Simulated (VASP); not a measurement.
# Ge4MoW (Cmmm) in VASP: a series of runs, part 2 of 2

VASP 6.6.1.

### Step 5. Single point, PBE

INCAR reads:

```
ALGO     = Normal         # electronic algorithm
EDIFF    = 1E-6           # SCF threshold, eV
ENCUT    = 520            # plane-wave cutoff, eV
GGA      = PE             # functional
ISIF     = 2              # what is computed and relaxed
ISMEAR   = 0              # smearing method
LASPH    = True           # aspherical terms in the spheres
LCHARG   = True           # write CHGCAR
LELF     = True           # ELF
LREAL    = False          # projectors in reciprocal space
LVHAR    = True         
LWAVE    = False          # write WAVECAR
NBANDS   = 51             # bands
NELM     = 80             # most SCF steps
PREC     = Accurate       # precision mode
SIGMA    = 0.1            # smearing width, eV
```

KPOINTS reads:

```
k-points
0
Gamma
  10 10 8
```

POSCAR reads:

```
Ge4MoW
1.0
    2.3619768000     -4.1431386000      0.0000000000
    2.3619768000      4.1431386000      0.0000000000
    0.0000000000      0.0000000000      4.7234376000
Ge Mo W
4 1 1
Direct
    0.3376860000      0.6623140000      0.0000000000
    0.8381240000      0.1618760000      0.5000000000
    0.6623140000      0.3376860000      0.0000000000
    0.1618760000      0.8381240000      0.5000000000
    0.0000000000      0.0000000000      0.0000000000
    0.5000000000      0.5000000000      0.5000000000
```

Potentials or basis: VASP PAW PBE potentials, release 64 (Ge_d, Mo_sv, W_sv).

Launch:

```sh
$ cat potpaw_PBE.64/Ge_d/POTCAR potpaw_PBE.64/Mo_sv/POTCAR potpaw_PBE.64/W_sv/POTCAR > POTCAR
$ mpirun -np 1 vasp_std > vasp.out
```

OUTCAR:

```text
EDIFF = 1E-6
   ENCUT = 520
   GGA = PE
   ISIF = 2
   ISMEAR = 0
   LASPH = True
   LREAL = False
   NELM = 80
   PREC = Accurate

 ion  position               nearest neighbor table
   1  0.338  0.662  0.000-   3 2.69   6 2.72   6 2.72   5 2.72   5 2.72   3 2.77   3 2.77   4 2.77
                             4 2.77   5 2.80
   2  0.838  0.162  0.500-   4 2.68   5 2.72   5 2.72   6 2.72   6 2.72   3 2.77   3 2.77   4 2.78
                             4 2.78   6 2.80
[... 1512 lines left out ...]
  -------------------------------------------------------------------------------------
  Total        0.1513997      0.1633828      0.1545523     -0.0000000      0.0000000      0.0000000
  in kB        2.6238701      2.8315461      2.6785066     -0.0000000      0.0000000      0.0000000
  external PRESSURE =       2.7113076 kB  Pullay stress =       0.0000000 kB

 VOLUME and BASIS-vectors are now :
 -----------------------------------------------------------------------------
  energy-cutoff  :      520.00
  volume of cell :       92.45
      direct lattice vectors                 reciprocal lattice vectors
     2.361976800 -4.143138600  0.000000000     0.211687092 -0.120681456  0.000000000
     2.361976800  4.143138600  0.000000000     0.211687092  0.120681456  0.000000000
     0.000000000  0.000000000  4.723437600     0.000000000  0.000000000  0.211710217

 POSITION                                       TOTAL-FORCE (eV/Angst)
 -----------------------------------------------------------------------------------
      2.36198      1.34498      0.00000         0.000000      0.005733      0.000000
      2.36198     -2.80179      2.36172         0.000000      0.004708      0.000000
      2.36198     -1.34498      0.00000         0.000000     -0.005733     -0.000000
      2.36198      2.80179      2.36172         0.000000     -0.004708      0.000000
      0.00000      0.00000      0.00000         0.000000      0.000000      0.000000
      2.36198      0.00000      2.36172         0.000000     -0.000000      0.000000
 -----------------------------------------------------------------------------------
    total drift:                               -0.000000     -0.000000     -0.000000

  FREE ENERGIE OF THE ION-ELECTRON SYSTEM (eV)
  ---------------------------------------------------
  free  energy   TOTEN  =       -42.1464445753 eV

  energy  without entropy=      -42.1377190982  energy(sigma->0) =      -42.14208184
```

stdout:

```text
POSCAR found type information on POSCAR GeMoW
 POSCAR found :  3 types and       6 ions
 scaLAPACK will be used
 LDA part: xc-table for (Slater+PW92), standard interpolation
 POSCAR, INCAR and KPOINTS ok, starting setup
 FFT: planning ... GRIDC
 FFT: planning ... GRID_SOFT
 FFT: planning ... GRID
 WAVECAR not read
 entering main loop
```

Run time: 7.8 min. Hardware: 1 thread of AMD EPYC 9R45 (Zen 5), shared host; peak memory 0.64 GiB.

What came out:

```
Free energy            : -42.1464 eV
Pressure               : 0.3 GPa
Largest force          : 0.006 eV/Å
Band gap on the k mesh : zero (bands 42 and 43 overlap by 0.98 eV)
```

Forces in eV/Å, atoms in the order of the input:
```
Ge   0.000  0.006  0.000
Ge   0.000  0.005  0.000
Ge   0.000 -0.006  0.000
Ge   0.000 -0.005  0.000
Mo   0.000  0.000  0.000
W    0.000  0.000  0.000
```

Levels at points of the mesh, in eV from the Fermi level:
| k point | band 38 | band 39 | band 40 | band 41 | band 42 | band 43 | band 44 | band 45 | band 46 | band 47 |
| --- | --- | --- | --- | --- | --- | --- | --- | --- | --- | --- |
| (0.00, 0.00, 0.00) | -2.63 | -2.31 | -2.31 | -1.26 | 0.52 | 2.11 | 2.15 | 2.51 | 2.84 | 3.39 |
| (0.50, 0.00, 0.00) | -2.69 | -2.05 | -2.00 | -1.80 | -1.78 | 1.26 | 1.34 | 1.67 | 1.77 | 2.92 |
| (0.50, 0.50, 0.00) | -1.63 | -1.27 | -0.47 | -0.46 | -0.46 | -0.46 | 0.55 | 2.11 | 2.19 | 2.64 |
| (0.00, 0.00, 0.50) | -2.48 | -2.27 | -2.16 | -1.64 | -1.46 | 1.76 | 2.26 | 3.09 | 3.12 | 3.21 |
| (0.50, 0.00, 0.50) | -2.25 | -2.17 | -2.15 | -0.06 | -0.05 | 1.80 | 2.08 | 2.75 | 2.92 | 3.38 |
| (0.50, 0.50, 0.50) | -1.71 | -1.68 | -1.64 | -0.64 | -0.46 | 0.34 | 0.63 | 1.19 | 1.58 | 1.75 |

Caveat: spin-orbit coupling is left out, which moves the levels of the heavy elements.

### Step 6. The runs side by side

```csv
spin,cell,k mesh,gap on the mesh (eV),pressure (GPa),largest force (eV/Å)
off,"a = 4.769, b = 4.769, c = 4.723 Å, angles 90.0, 90.0, 120.6°, 6 atoms, atomic positions A",4 × 4 × 4,none,0.2,0.02
collinear,"a = 4.769, b = 4.769, c = 4.723 Å, angles 90.0, 90.0, 120.6°, 6 atoms, atomic positions A",4 × 4 × 4,none,0.2,0.02
off,"a = 4.575, b = 4.575, c = 4.523 Å, angles 90.0, 90.0, 120.7°, 6 atoms, atomic positions B",10 × 10 × 8,none,29.4,0.01
off,"a = 4.769, b = 4.769, c = 4.723 Å, angles 90.0, 90.0, 120.6°, 6 atoms, atomic positions A",10 × 10 × 8,none,0.3,0.01
```

Alike in all rows: task single point; level PBE; potentials or basis VASP PAW PBE potentials, release 64 (Ge_d, Mo_sv, W_sv); cutoff (eV) 520; smearing gaussian 0.1 eV.

Caveats: some runs use coarse meshes; spin-orbit coupling is left out, which moves the levels of the heavy elements; the cell stands under pressure (at least some runs).

Total energies depend on the potentials used, so only differences within one code and one set of settings carry meaning.
